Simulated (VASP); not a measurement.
# Ir (Pm-3m) in VASP: notebook

The runs below take Ir through relaxation of cell and atoms, single point, with r2SCAN.

All numbers are computed with VASP 6.6.1; they aren't measurements. Logs are shortened: lines on timing, memory, paths and dates and some standing lists are left out, and cuts for length are marked.

**1. The cell of the first run**

The structure is cubic, space group Pm-3m (No. 221). Conventional cell: a = 2.482 Å, b = 2.482 Å, c = 2.482 Å, α = 90.00°, β = 90.00°, γ = 90.00°. Ir (site symmetry m-3m) has 6 Ir at 2.48 Å within 3.3 Å.

This isn't the form of Ir at room conditions, which is fcc.

**2. Relaxation of cell and atoms, r2SCAN**

Contents of POSCAR:

```
Ir
1.0
    2.4815209647      0.0000000000      0.0000000000
    0.0000000000      2.4815209647      0.0000000000
    0.0000000000      0.0000000000      2.4815209647
Ir
1
Direct
    0.0000000000      0.0000000000      0.0000000000
```

Contents of INCAR.step1:

```
PREC = Accurate ; ENCUT = 600
ISMEAR = -1 ; SIGMA = 0.1
LREAL = False ; LASPH = True
NELM = 100 ; GGA = PE
ALGO = Normal ; EDIFF = 1E-4
LWAVE = True ; LCHARG = False
```

Contents of INCAR.step2:

```
PREC = Accurate ; ENCUT = 600
EDIFF = 1E-7 ; ISMEAR = -1
SIGMA = 0.1 ; LREAL = False
LASPH = True ; NELM = 100
ALGO = Normal ; ISIF = 3
LWAVE = False ; LCHARG = False
METAGGA = R2SCAN ; LMIXTAU = True
IBRION = 2 ; NSW = 80
EDIFFG = -0.01 ; ISTART = 1
```

Contents of KPOINTS:

```
regular mesh
0
Gamma
  13 13 13
```

Potentials or basis: VASP PAW PBE potentials, release 64 (Ir).

Run with:

```sh
$ cat potpaw_PBE.64/Ir/POTCAR > POTCAR
$ cp INCAR.step1 INCAR
$ mpirun -np 1 vasp_std > vasp.out
$ cp INCAR.step2 INCAR
$ mpirun -np 1 vasp_std > vasp.out
```

OUTCAR:

```text
PREC = Accurate
   ENCUT = 600
   EDIFF = 1E-7
   ISMEAR = -1
   LREAL = False
   LASPH = True
   NELM = 100
   ISIF = 3
   METAGGA = R2SCAN
   IBRION = 2
   NSW = 80
   EDIFFG = -0.01
   ISTART = 1

 ion  position               nearest neighbor table
   1  0.000  0.000  0.000-

  LATTYP: Found a simple cubic cell.
 ALAT       =     2.4815209647

  Lattice vectors:

 A1 = (   2.4815209647,   0.0000000000,   0.0000000000)
 A2 = (   0.0000000000,   2.4815209647,   0.0000000000)
 A3 = (   0.0000000000,   0.0000000000,   2.4815209647)

Analysis of symmetry for initial positions (statically):
=====================================================================
 Subroutine PRICEL returns:
 Original cell was already a primitive cell.

 Routine SETGRP: Setting up the symmetry group for a
 simple cubic supercell.

 Subroutine GETGRP returns: Found 48 space group operations
 (whereof 48 operations were pure point group operations)
 out of a pool of 48 trial point group operations.

The static configuration has the point symmetry O_h .

Analysis of symmetry for dynamics (positions and initial velocities):
=====================================================================
 Subroutine PRICEL returns:
 Original cell was already a primitive cell.

 Routine SETGRP: Setting up the symmetry group for a
 simple cubic supercell.

 Subroutine GETGRP returns: Found 48 space group operations
 (whereof 48 operations were pure point group operations)
 out of a pool of 48 trial point group operations.

The dynamic configuration has the point symmetry O_h .

 Subroutine INISYM returns: Found 48 space group operations
 (whereof 48 operations are pure point group operations),
 and found     1 'primitive' translations

----------------------------------------------------------------------------------------

                                     Primitive cell

  volume of cell :      15.2811

  direct lattice vectors                    reciprocal lattice vectors
     2.481520965  0.000000000  0.000000000     0.402978663  0.000000000  0.000000000
     0.000000000  2.481520965  0.000000000     0.000000000  0.402978663  0.000000000
     0.000000000  0.000000000  2.481520965     0.000000000  0.000000000  0.402978663

  length of vectors
     2.481520965  2.481520965  2.481520965     0.402978663  0.402978663  0.402978663

  position of ions in fractional coordinates (direct lattice)
     0.000000000  0.000000000  0.000000000

  ion indices of the primitive-cell ions
   primitive index   ion index
                 1           1

----------------------------------------------------------------------------------------

 KPOINTS: regular mesh

Automatic generation of k-mesh.
 Grid dimensions read from file:
 generate k-points for:   13   13   13

 Generating k-lattice:

  Cartesian coordinates                     Fractional coordinates (reciprocal lattice)
     0.030998359  0.000000000  0.000000000     0.076923077  0.000000000  0.000000000
     0.000000000  0.030998359  0.000000000     0.000000000  0.076923077  0.000000000
     0.000000000  0.000000000  0.030998359     0.000000000  0.000000000  0.076923077

  Length of vectors
     0.030998359  0.030998359  0.030998359

  Shift w.r.t. Gamma in fractional coordinates (k-lattice)
     0.000000000  0.000000000  0.000000000

 Subroutine IBZKPT returns following result:
 ===========================================

 Found     84 irreducible k-points:

 Following reciprocal coordinates:
            Coordinates               Weight
  0.000000  0.000000  0.000000      1.000000
  0.076923  0.000000  0.000000      6.000000
  0.153846  0.000000  0.000000      6.000000
  0.230769  0.000000  0.000000      6.000000
  0.307692  0.000000  0.000000      6.000000
  0.384615  0.000000  0.000000      6.000000
[... 16 lines left out ...]
  0.307692  0.307692  0.000000     12.000000
  0.384615  0.307692  0.000000     24.000000
 [... further k-points ...]
   k-points           NKPTS =     84   k-points in BZ     NKDIM =     84   number of bands    NBANDS=      8
   number of dos      NEDOS =    301   number of ions     NIONS =      1
   total plane-waves  NPLWV =   8000
   dimension x,y,z NGX =    20 NGY =   20 NGZ =   20
   dimension x,y,z NGXF=    40 NGYF=   40 NGZF=   40
   ions per type =               1
   NGX,Y,Z   is equivalent  to a cutoff of  13.40, 13.40, 13.40 a.u.
   NGXF,Y,Z  is equivalent  to a cutoff of  26.80, 26.80, 26.80 a.u.
 SYSTEM =  unknown system
   PREC   = accura    normal or accurate (medium, high low for compatibility)
   ISTART =      1    job   : 0-new  1-cont  2-samecut
   ICHARG =      0    charge: 1-file 2-atom 10-const
   ISPIN  =      1    spin polarized calculation?
   LNONCOLLINEAR =      F non collinear calculations
   LSORBIT =      F    spin-orbit coupling
   LASPH  =      T    aspherical Exc in radial PAW
   ENCUT  =  600.0 eV  44.10 Ry    6.64 a.u.   4.96  4.96  4.96*2*pi/ulx,y,z
   NELM   =    100;   NELMIN=  2; NELMDL=  0     # of ELM steps
   EDIFF  = 0.1E-06   stopping-criterion for ELM
   LREAL  =      F    real-space projection
   EDIFFG = -.1E-01   stopping-criterion for IOM
   NSW    =     80    number of steps for IOM
   IBRION =      2    ionic relax: 0-MD 1-quasi-New 2-CG
   NFREE  =      1    steps in history (QN), initial steepest desc. (CG)
   ISIF   =      3    stress and relaxation
   ISYM   =      2    0-nonsym 1-usesym 2-fastsym
   POTIM  = 0.5000    time-step for ionic-motion
   TEBEG  =    0.0;   TEEND  =   0.0 temperature during run
   PSTRESS=    0.0 pullay stress
   NELECT =       9.0000    total number of electrons
   NUPDOWN=      -1.0000    fix difference up-down
   EMIN   =  10.00;   EMAX   =-10.00  energy-range for DOS
   EFERMI =   0.00;   METHOD = LEGACY
   ISMEAR =    -1;   SIGMA  =   0.10  broadening in eV -4-tet -1-fermi 0-gaus
   EFERMI_NEDOS =   21; number of points for ismear=-14 and -15
   IALGO  =     38    algorithm
   IMIX   =      4    mixing-type and parameters
     AMIX     =   0.40;   BMIX     =  1.00
     AMIX_MAG =   1.60;   BMIX_MAG =  1.00
  volume/ion in A,a.u.               =      15.28       103.12
  Fermi-wavevector in a.u.,A,eV,Ry     =   1.372264  2.593203 25.621252  1.883109
  Thomas-Fermi vector in A             =   2.497887
   LORBIT       =      0    0 simple, 1 ext, 2 COOP (PROOUT), +10 PAW based schemes
   METAGGA = R2SCAN    functional components
   LHFCALC =     F    Hartree Fock is set to
   AEXX    =    0.0000 exact exchange contribution
   IVDW    =     0    specifies the selected vdW correction
   LEPSILON=     F    determine dielectric tensor
   LRPA    =     F    only Hartree local field effects (RPA)
 conjugate gradient relaxation of ions
 non-spin polarized calculation
  energy-cutoff  :      600.00
  volume of cell :       15.28
 maximum number of plane-waves:       521
 NGX is ok and might be reduce to    20
   NGX =  9   NGY =  9   NGZ =  9

--------------------------------------- Ionic step        1  -------------------------------------------

 number of electron       9.0000000 magnetization

 Free energy of the ion-electron system (eV)
  ---------------------------------------------------
  ext. energy  EPLUGINS =         0.00000000
  ---------------------------------------------------
  free energy    TOTEN  =       -51.24140646 eV

  energy without entropy =      -51.19486506  energy(sigma->0) =      -51.21813576

------------------------ aborting loop because EDIFF is reached ----------------------------------------

  FORCE on cell =-STRESS in cart. coord.  units (eV):
  Direction    XX          YY          ZZ          XY          YZ          ZX
  --------------------------------------------------------------------------------------
  -------------------------------------------------------------------------------------
  Total        2.9070513      2.9070513      2.9070513     -0.0000000      0.0000000     -0.0000000
  in kB      304.7961148    304.7961148    304.7961148     -0.0000000      0.0000000     -0.0000000
  external PRESSURE =     304.7961148 kB  Pullay stress =       0.0000000 kB
[... 20 lines left out ...]
  energy  without entropy=      -51.1948650617  energy(sigma->0) =      -51.21813576

--------------------------------------- Ionic step        2  -------------------------------------------

 number of electron       9.0000002 magnetization

 E-fermi :   3.6664     XC(G=0): -11.9655

 val. band max:        3.6645922994   @ k =   0.3077   0.2308   0.0769
 cond. band min:       3.6801297822   @ k =   0.3846   0.0769   0.0769
 fundamental gap:      0.0155374827
 Fermi energy:         3.6664333441

 k-point     1 :       0.0000    0.0000    0.0000
  band No.  band energies     occupation
      1      -3.2832      2.00000
      2      -0.3867      2.00000
      3      -0.3867      2.00000
      4       4.4348      0.00092
      5       4.4348      0.00092
      6       4.4348      0.00092
      7      18.0883      0.00000
      8      18.0883      0.00000
[... 355 lines left out ...]
  energy  without entropy=      -51.3170032521  energy(sigma->0) =      -51.34283298

--------------------------------------- Ionic step        5  -------------------------------------------

 number of electron       9.0000001 magnetization

 Free energy of the ion-electron system (eV)
  ---------------------------------------------------
  ext. energy  EPLUGINS =         0.00000000
  ---------------------------------------------------
  free energy    TOTEN  =       -51.36870787 eV

  energy without entropy =      -51.31714756  energy(sigma->0) =      -51.34292772

 E-fermi :   7.4036     XC(G=0): -13.8642

 val. band max:        7.4031428932   @ k =   0.2308   0.2308   0.0769
 cond. band min:       7.4147334290   @ k =   0.2308   0.1538   0.0000
 fundamental gap:      0.0115905359
 Fermi energy:         7.4035572636

 k-point     1 :       0.0000    0.0000    0.0000
  band No.  band energies     occupation
      1      -2.0340      2.00000
      2       1.1253      2.00000
      3       1.1253      2.00000
      4       8.7835      0.00000
      5       8.7835      0.00000
      6       8.7835      0.00000
      7      23.8977      0.00000
      8      23.8977      0.00000
[... 281 lines left out ...]
  FREE ENERGIE OF THE ION-ELECTRON SYSTEM (eV)
  ---------------------------------------------------
  free  energy   TOTEN  =       -51.3687078699 eV

  energy  without entropy=      -51.3171475608  energy(sigma->0) =      -51.34292772

 reached required accuracy - stopping structural energy minimisation
```

It took 2.3 min on 1 thread of Intel Xeon Platinum 8175M at 2.50GHz (Skylake/Cascade Lake), shared host; peak memory 0.14 GiB.

What came out:

```yaml
Free_energy: -51.3687 eV
Relaxed_volume: 16.75 Å³/atom
Relaxed_cell: a = 2.558 Å, b = 2.558 Å, c = 2.558 Å, α = 90.00°, β = 90.00°, γ = 90.00°
Space_group_after_relaxing_to_0.1_Å: Pm-3m (No. 221)
Pressure_after_relaxing: 0.0 GPa
Band_gap_on_the_k_mesh: zero (an odd number of electrons rules out a gap without spin polarisation)
```

Final structure:
```
CELL_PARAMETERS angstrom
2.55839 0.00000 0.00000
0.00000 2.55839 0.00000
0.00000 0.00000 2.55839
ATOMIC_POSITIONS crystal
Ir 0.00000 0.00000 0.00000
```

Levels at points of the mesh, in eV from the Fermi level:
```csv
k point,band 1,band 2,band 3,band 4,band 5,band 6,band 7,band 8
"(0.00, 0.00, 0.00)",-9.44,-6.28,-6.28,1.38,1.38,1.38,16.49,16.49
```

Caveat: the PAW data sets were made with another functional, which shifts forces and pressure a little; spin-orbit coupling is left out, which moves the levels of the heavy elements.

**3. Single point, r2SCAN, collinear spin (17.30 Å³/atom)**

This run uses another cell than the first one, of 17.30 Å³/atom.

Contents of POSCAR:

```
Ir
1.0
    2.5864263218      0.0000000000      0.0000000000
    0.0000000000      2.5864263218      0.0000000000
    0.0000000000      0.0000000000      2.5864263218
Ir
1
Direct
    0.0000000000      0.0000000000      0.0000000000
```

Contents of INCAR.step1:

```
  PREC = Accurate
  ENCUT = 520
  ISMEAR = -1
  SIGMA = 0.05
  LREAL = False
  LASPH = True
  NELM = 150
  ISPIN = 2
  MAGMOM = 1
  LMAXMIX = 4
  NBANDS = 14
  GGA = PE
  ALGO = Normal
  EDIFF = 1E-4
  LWAVE = True
  LCHARG = False
```

Contents of INCAR.step2:

```
  PREC = Accurate
  ENCUT = 520
  EDIFF = 1E-6
  ISMEAR = -1
  SIGMA = 0.05
  LREAL = False
  LASPH = True
  NELM = 150
  ALGO = Normal
  ISIF = 2
  LWAVE = False
  LCHARG = False
  ISPIN = 2
  MAGMOM = 1
  LORBIT = 11
  LMAXMIX = 4
  METAGGA = R2SCAN
  LMIXTAU = True
  NBANDS = 14
  ISTART = 1
```

Contents of KPOINTS:

```
Automatic mesh
0
Gamma
  20 20 20
```

Potentials or basis: VASP PAW PBE potentials, release 64 (Ir).

Run with:

```sh
$ cat potpaw_PBE.64/Ir/POTCAR > POTCAR
$ cp INCAR.step1 INCAR
$ mpirun -np 1 vasp_std > vasp.out
$ cp INCAR.step2 INCAR
$ mpirun -np 1 vasp_std > vasp.out
```

Wall time 3.4 min (1 thread of Intel Xeon Platinum 8488C (Sapphire Rapids), shared host); peak memory 0.22 GiB.

It converged, with:

```yaml
Free_energy: -51.3380 eV
Pressure: -8.6 GPa
Net_moment: 0.00 μB per cell
Valence_electrons_inside_the_program's_atomic_spheres: Ir 8.22
```

Levels at points of the mesh, in eV from the Fermi level:
Spin up:
```csv
k point,band 1,band 2,band 3,band 4,band 5,band 6,band 7,band 8
"(0.00, 0.00, 0.00)",-9.16,-6.01,-6.01,1.28,1.28,1.28,16.25,16.25
"(0.50, 0.00, 0.00)",-6.22,-5.29,-1.46,-1.46,-0.63,1.55,5.99,17.28
"(0.50, 0.50, 0.00)",-6.36,-4.75,-0.95,-0.95,3.36,4.78,4.78,11.54
"(0.50, 0.50, 0.50)",-5.16,-5.16,-5.16,3.55,3.55,10.23,11.04,11.04
```
Spin down:
| k point | band 2 | band 3 | band 4 | band 5 | band 6 | band 7 |
| --- | --- | --- | --- | --- | --- | --- |
| (0.00, 0.00, 0.00) | -6.01 | -6.01 | 1.28 | 1.28 | 1.28 | 16.25 |
| (0.50, 0.00, 0.00) | -5.29 | -1.46 | -1.46 | -0.63 | 1.55 | 5.99 |
| (0.50, 0.50, 0.00) | -4.75 | -0.95 | -0.95 | 3.36 | 4.78 | 4.78 |
| (0.50, 0.50, 0.50) | -5.16 | -5.16 | 3.55 | 3.55 | 10.23 | 11.04 |

Caveat: the cell stands under tension; the PAW data sets were made with another functional, which shifts forces and pressure a little; spin-orbit coupling is left out, which moves the levels of the heavy elements.
